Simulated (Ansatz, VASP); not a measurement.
**Al2H in VASP and in Ansatz**

INCAR

```
SYSTEM = Al2H
ALGO = Normal ; EDIFF = 1E-7
EDIFFG = -0.01 ; ENCUT = 600
GGA = PE ; IBRION = 2
ISIF = 3 ; ISMEAR = 0
LASPH = .TRUE. ; LCHARG = .FALSE.
LREAL = .FALSE. ; LWAVE = .FALSE.
NELM = 100 ; NSW = 100
PREC = Accurate ; SIGMA = 0.1
```

The input KPOINTS:

```
k-points
0
G
  14 14 14
  0 0 0
```

POSCAR

```
Al2H
1.0
    0.0000000000      2.7459318478      2.7459318478
    2.7459318478      0.0000000000      2.7459318478
    2.7459318478      2.7459318478      0.0000000000
Al H
2 1
Direct
    0.7500000000      0.7500000000      0.7500000000
    0.2500000000      0.2500000000      0.2500000000
    0.0000000000      0.0000000000      0.0000000000
```

Input for Ansatz:

```yaml
crystal:
  lattice:
    - [0.0, 2.7459318478, 2.7459318478]
    - [2.7459318478, 0.0, 2.7459318478]
    - [2.7459318478, 2.7459318478, 0.0]
  atoms:
    - { symbol: Al, position: [0.75, 0.75, 0.75] }
    - { symbol: Al, position: [0.25, 0.25, 0.25] }
    - { symbol: H, position: [0.0, 0.0, 0.0] }
basis:
  ecutwfc: 420
kpoints:
  mp_grid: { grid: [14, 14, 14] }
hamiltonian:
  xc: pbe
scf:
  occupations: { method: gaussian, width: 0.1 }
output:
  forces: true
  stress: true
  eigenvalues: true
relax:
  adjacent_minimum: "off"
  f_tol: 0.01
  max_steps: 80
  cell: { stress_tol: 0.05 }
```

Change from the starting cell: ordered vacancies on the anion sites of caesium chloride (Fm-3m, No. 225).

Alike in both runs: task relaxation of cell and atoms; functional PBE; k mesh 14 × 14 × 14; occupations gaussian, width 0.1 eV; no spin polarisation.

|  | VASP | Ansatz |
| --- | --- | --- |
| version | VASP 6.6.1 | Ansatz 0.2.0 |
| potentials or method | VASP PAW PBE potentials, release 64 (Al, H), cutoff 600 eV | scalar-relativistic, plane waves, PAW |
| valence electrons in the cell | 7 | 7 |

Ansatz gave:

```
gap on the k mesh at the Fermi level, each at its own relaxed structure (eV) : none
relaxed volume (Å³/atom)                                                     : 13.64
relaxed cell length with the largest relative difference (Å)                 : 3.868
```

Problem. Estimate VASP's values.

Solution. gap on the k mesh at the Fermi level, each at its own relaxed structure (eV): none; relaxed volume (Å³/atom): 13.63; relaxed cell length with the largest relative difference (Å): 3.867.

A gap of «none» marks a metal or a gap that the smearing closes.
